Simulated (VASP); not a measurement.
# Sn2P3 (P-3m1) in VASP: further runs, part 2 of 3

VASP 6.6.1.

### Step 3. Single point, r2SCAN

This run uses another cell than the first one, of 20.62 Å³/atom.

Contents of POSCAR:

```
Sn2P3
1.0
    3.7517379988      0.0000000000      0.0000000000
   -1.8758689994      3.2491004153      0.0000000000
    0.0000000000      0.0000000000      8.4563933033
Sn P
2 3
Direct
    0.3333333333      0.6666666667      0.2017903816
    0.6666666667      0.3333333333      0.7982096184
    0.0000000000      0.0000000000      0.0000000000
    0.3333333333      0.6666666667      0.6082595484
    0.6666666667      0.3333333333      0.3917404516
```

Contents of INCAR.step1:

```
ALGO     = Normal         # electronic algorithm
EDIFF    = 1E-4           # SCF threshold, eV
ENCUT    = 520            # plane-wave cutoff, eV
GGA      = PE             # functional
ISMEAR   = 0              # smearing method
LASPH    = T              # aspherical terms in the spheres
LCHARG   = F              # write CHGCAR
LREAL    = F              # projectors in reciprocal space
LWAVE    = T              # write WAVECAR
NBANDS   = 30             # bands
NELM     = 100            # most SCF steps
PREC     = Accurate       # precision mode
SIGMA    = 0.1            # smearing width, eV
```

Contents of INCAR.step2:

```
ALGO     = Normal         # electronic algorithm
EDIFF    = 1E-6           # SCF threshold, eV
ENCUT    = 520            # plane-wave cutoff, eV
ISIF     = 2              # what is computed and relaxed
ISMEAR   = 0              # smearing method
ISTART   = 1            
LASPH    = T              # aspherical terms in the spheres
LCHARG   = T              # write CHGCAR
LELF     = T              # ELF
LMIXTAU  = T            
LREAL    = F              # projectors in reciprocal space
LVHAR    = T            
LWAVE    = F              # write WAVECAR
METAGGA  = R2SCAN         # meta-GGA
NBANDS   = 30             # bands
NELM     = 100            # most SCF steps
PREC     = Accurate       # precision mode
SIGMA    = 0.1            # smearing width, eV
```

Contents of KPOINTS:

```
k-points
0
Gamma
  6 6 4
```

Potentials or basis: VASP PAW PBE potentials, release 64 (Sn_d, P).

Started as:

```sh
$ cat potpaw_PBE.64/Sn_d/POTCAR potpaw_PBE.64/P/POTCAR > POTCAR
$ cp INCAR.step1 INCAR
$ mpirun -np 1 vasp_std > vasp.out
$ cp INCAR.step2 INCAR
$ mpirun -np 1 vasp_std > vasp.out
```

OUTCAR:

```text
EDIFF = 1E-6
   ENCUT = 520
   ISIF = 2
   ISMEAR = 0
   ISTART = 1
   LASPH = T
   LREAL = F
   METAGGA = R2SCAN
   NELM = 100
   PREC = Accurate

 ion  position               nearest neighbor table
   1  0.333  0.667  0.202-   5 2.70   5 2.70   5 2.70   3 2.76   3 2.76   3 2.76
   2  0.667  0.333  0.798-   4 2.70   4 2.70   4 2.70   3 2.76   3 2.76   3 2.76
   3  0.000  0.000  0.000-   1 2.76   2 2.76   1 2.76   2 2.76   2 2.76   1 2.76
[... 995 lines left out ...]
  --------------------------------------------------------------------------------------
  -------------------------------------------------------------------------------------
  Total       -0.0461076     -0.0461076     -0.0636183      0.0000000      0.0000000      0.0000000
  in kB       -0.7166418     -0.7166418     -0.9888081      0.0000000      0.0000000      0.0000000
  external PRESSURE =      -0.8073639 kB  Pullay stress =       0.0000000 kB

 VOLUME and BASIS-vectors are now :
 -----------------------------------------------------------------------------
  energy-cutoff  :      520.00
  volume of cell :      103.08
      direct lattice vectors                 reciprocal lattice vectors
     3.751737999  0.000000000  0.000000000     0.266543133  0.153888750  0.000000000
    -1.875868999  3.249100415  0.000000000     0.000000000  0.307777499  0.000000000
     0.000000000  0.000000000  8.456393303     0.000000000  0.000000000  0.118253724

 POSITION                                       TOTAL-FORCE (eV/Angst)
 -----------------------------------------------------------------------------------
     -0.00000      2.16607      1.70642         0.000000      0.000000      0.023763
      1.87587      1.08303      6.74997        -0.000000     -0.000000     -0.023763
      0.00000      0.00000      0.00000         0.000000      0.000000      0.000000
     -0.00000      2.16607      5.14368        -0.000000      0.000000      0.008152
      1.87587      1.08303      3.31271         0.000000      0.000000     -0.008152
 -----------------------------------------------------------------------------------
    total drift:                                0.000000     -0.000000     -0.000000

  FREE ENERGIE OF THE ION-ELECTRON SYSTEM (eV)
  ---------------------------------------------------
  free  energy   TOTEN  =       -74.9759803246 eV

  energy  without entropy=      -74.9598595036  energy(sigma->0) =      -74.96791991
```

OUTCAR.step1:

```text
EDIFF = 1E-4
   ENCUT = 520
   GGA = PE
   ISMEAR = 0
[... 1022 lines left out ...]
      1.87587      1.08303      6.74997         0.000000     -0.000000      0.046719
      0.00000      0.00000      0.00000         0.000000      0.000000     -0.000000
     -0.00000      2.16607      5.14368        -0.000000     -0.000000     -0.314778
      1.87587      1.08303      3.31271        -0.000000      0.000000      0.314778
 -----------------------------------------------------------------------------------
    total drift:                                0.000000     -0.000000     -0.000000

  FREE ENERGIE OF THE ION-ELECTRON SYSTEM (eV)
  ---------------------------------------------------
  free  energy   TOTEN  =       -22.5791556403 eV

  energy  without entropy=      -22.5634543444  energy(sigma->0) =      -22.57130499
```

OSZICAR.step1:

```text
N       E                     dE             d eps       ncg     rms          rms(c)
DAV:   1     0.379474306340E+03    0.37947E+03   -0.19928E+04  1482   0.182E+03
DAV:   2     0.286108399774E+02   -0.35086E+03   -0.33891E+03  1446   0.497E+02
DAV:   3    -0.205561919119E+02   -0.49167E+02   -0.47824E+02  1774   0.151E+02
DAV:   4    -0.228072805265E+02   -0.22511E+01   -0.22331E+01  1772   0.326E+01
DAV:   5    -0.228733979434E+02   -0.66117E-01   -0.66089E-01  1990   0.609E+00    0.636E+00
DAV:   6    -0.225950423768E+02    0.27836E+00   -0.55863E-01  2024   0.601E+00    0.382E+00
DAV:   7    -0.225818447000E+02    0.13198E-01   -0.23212E-01  1820   0.269E+00    0.108E+00
DAV:   8    -0.225790062581E+02    0.28384E-02   -0.23672E-02  1876   0.116E+00    0.348E-01
DAV:   9    -0.225791116159E+02   -0.10536E-03   -0.33725E-03  1686   0.340E-01    0.116E-01
DAV:  10    -0.225791556403E+02   -0.44024E-04   -0.38865E-04  1558   0.151E-01
   1 F= -.22579156E+02 E0= -.22571305E+02  d E =-.157013E-01
```

It took 96 s on 1 thread of Intel Xeon 6975P-C (Granite Rapids), shared host; peak memory 0.25 GiB.

What came out:

```
Free energy            : -74.9760 eV
Pressure               : -0.1 GPa
Largest force          : 0.024 eV/Å
Band gap on the k mesh : zero (an odd number of electrons rules out a gap without spin polarisation)
```

Forces on the atoms (eV/Å):
```
Sn   0.000  0.000  0.024
Sn   0.000  0.000 -0.024
P    0.000  0.000  0.000
P    0.000  0.000  0.008
P    0.000  0.000 -0.008
```

Levels at points of the mesh, in eV from the Fermi level:
| k point | band 17 | band 18 | band 19 | band 20 | band 21 | band 22 | band 23 | band 24 | band 25 | band 26 |
| --- | --- | --- | --- | --- | --- | --- | --- | --- | --- | --- |
| (0.00, 0.00, 0.00) | -1.19 | -0.65 | -0.65 | -0.03 | 0.58 | 0.58 | 1.27 | 3.30 | 3.46 | 3.46 |
| (0.50, 0.00, 0.00) | -3.25 | -2.40 | -2.33 | -1.92 | -1.57 | -1.40 | -0.92 | 2.31 | 2.81 | 3.47 |
| (0.00, 0.00, 0.50) | -1.23 | -1.23 | -0.50 | -0.50 | 0.43 | 0.43 | 2.03 | 3.13 | 3.13 | 3.21 |
| (0.50, 0.00, 0.50) | -4.48 | -4.35 | -2.76 | -2.66 | 0.11 | 0.45 | 0.52 | 0.63 | 2.85 | 2.99 |

Caveat: the PAW data sets were made with another functional, which shifts forces and pressure a little; spin-orbit coupling is left out, which moves the levels of the heavy elements.

[end of part 2 of 3]
